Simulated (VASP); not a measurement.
Input of a VASP 6.6.1 run:

The input INCAR:

```
ALGO     = Normal         # electronic algorithm
EDIFF    = 1E-6           # SCF threshold, eV
ENCUT    = 520            # plane-wave cutoff, eV
GGA      = PS             # functional
ISIF     = 2              # what is computed and relaxed
ISMEAR   = 0              # smearing method
LASPH    = T              # aspherical terms in the spheres
LCHARG   = F              # write CHGCAR
LREAL    = F              # projectors in reciprocal space
LWAVE    = F              # write WAVECAR
NBANDS   = 16             # bands
NELM     = 100            # most SCF steps
PREC     = Accurate       # precision mode
SIGMA    = 0.05           # smearing width, eV
```

Contents of KPOINTS:

```
k-points
0
Gamma
  9 9 9
```

The input POSCAR:

```
Mg2NCl
1.0
    1.6606666161      0.9587863178      6.0029770000
   -1.6606666161      0.9587863178      6.0029770000
    0.0000000000     -1.9175726357      6.0029770000
Mg N Cl
2 1 1
Direct
    0.2228150000      0.2228150000      0.2228150000
    0.7771850000      0.7771850000      0.7771850000
    0.5000000000      0.5000000000      0.5000000000
    0.0000000000      0.0000000000      0.0000000000
```

Potentials or basis: VASP PAW PBE potentials, release 64 (Mg, N, Cl).

The run is started by

```sh
$ cat potpaw_PBE.64/Mg/POTCAR potpaw_PBE.64/N/POTCAR potpaw_PBE.64/Cl/POTCAR > POTCAR
$ mpirun -np 1 vasp_std > vasp.out
```

Problem. Estimate the band gap on the k mesh.

Solution. 2.15 eV.

Problem. Predict the largest force.

Solution. 0.067 eV/Å.

Problem. Estimate the pressure.

Solution. -2.9 GPa.

Forces on the atoms (eV/Å):
```
Mg   0.000  0.000 -0.067
Mg   0.000  0.000  0.067
N    0.000  0.000  0.000
Cl   0.000  0.000  0.000
```

Caveat: the PAW data sets were made with another functional, which shifts forces and pressure a little. A k mesh can miss the band edges.
